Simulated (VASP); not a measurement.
Input of a VASP 6.6.1 run:

The input INCAR:

```
PREC = Accurate
ENCUT = 560
EDIFF = 1E-6
ISMEAR = 0
SIGMA = 0.15
LREAL = F
LASPH = T
NELM = 120
ALGO = Normal
ISIF = 2
LWAVE = F
LCHARG = F
GGA = PE
NBANDS = 14
GGA_COMPAT = F
```

File KPOINTS:

```
regular mesh
0
Gamma
  10 10 10
```

POSCAR

```
Re
1.0
    0.0000000000      2.2458354824      1.4876414236
    2.2458354824      0.0000000000      1.4876414236
    2.2458354824      2.2458354824      0.0000000000
Re
1
Direct
    0.0000000000      0.0000000000      0.0000000000
```

Potentials or basis: VASP PAW PBE potentials, release 64 (Re_sv_GW).

The run is started by

```bash
$ cat potpaw_PBE.64/Re_sv_GW/POTCAR > POTCAR
$ mpirun -np 1 vasp_std > vasp.out
```

Problem. Predict the pressure.

Solution. 0.7 GPa.

Problem. What does it give for the band gap on the k mesh?

Solution. Zero (an odd number of electrons rules out a gap without spin polarisation).

Stress tensor (GPa, compression positive):
```
0.45 0.00 0.00
0.00 0.45 0.00
0.00 0.00 1.24
```

Caveat: spin-orbit coupling is left out, which moves the levels of the heavy elements.
